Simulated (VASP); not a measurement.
SiC, 12 atoms in the cell. It takes space group P6_3mc (No. 186, hexagonal). Conventional cell: a = 3.059 Å, b = 3.059 Å, c = 15.011 Å, α = 90.00°, β = 90.00°, γ = 120.00°. Si (site symmetry 3m) has 4 C at 1.87 to 1.88 Å within 2.5 Å. Si (site symmetry 3m) has 4 C at 1.87 to 1.88 Å within 2.5 Å. Si (site symmetry 3m) has 4 C at 1.87 to 1.88 Å within 2.5 Å. C (site symmetry 3m) has 4 Si at 1.87 to 1.88 Å within 2.5 Å. Within 2.5 Å of C (site symmetry 3m) lie 4 Si at 1.87 to 1.88 Å. Within 2.5 Å of C (site symmetry 3m) lie 4 Si at 1.87 to 1.88 Å. 

| Item | Value |
| --- | --- |
| Program | VASP 6.6.1 |
| Task | single point |
| Functional | LDA |
| Potentials or basis | VASP PAW LDA potentials, release 64 (Si, C) |
| Cutoff | 520 eV |
| k mesh | 12 × 12 × 2 |
| Occupations | fermi-dirac, width 0.02 eV |
| Spin | no spin polarisation |
| Dipole correction | no |
| Further INCAR settings | ALGO = Normal; EDIFF = 1e-06; NBANDS = 36 |

Potentials or basis: VASP PAW LDA potentials, release 64 (Si, C).

Launch:

```sh
$ cat potpaw_LDA.64/Si/POTCAR potpaw_LDA.64/C/POTCAR > POTCAR
$ mpirun -np 1 vasp_std > vasp.out
```

Hardware: 1 thread of AMD EPYC 7R13, on a shared host.

Task: How long does it take, and how much memory?

Result: Run time: 2.6 min on 1 thread of AMD EPYC 7R13, on a shared host, peak memory 0.23 GiB. Counts: scf iterations 13, k points 38.
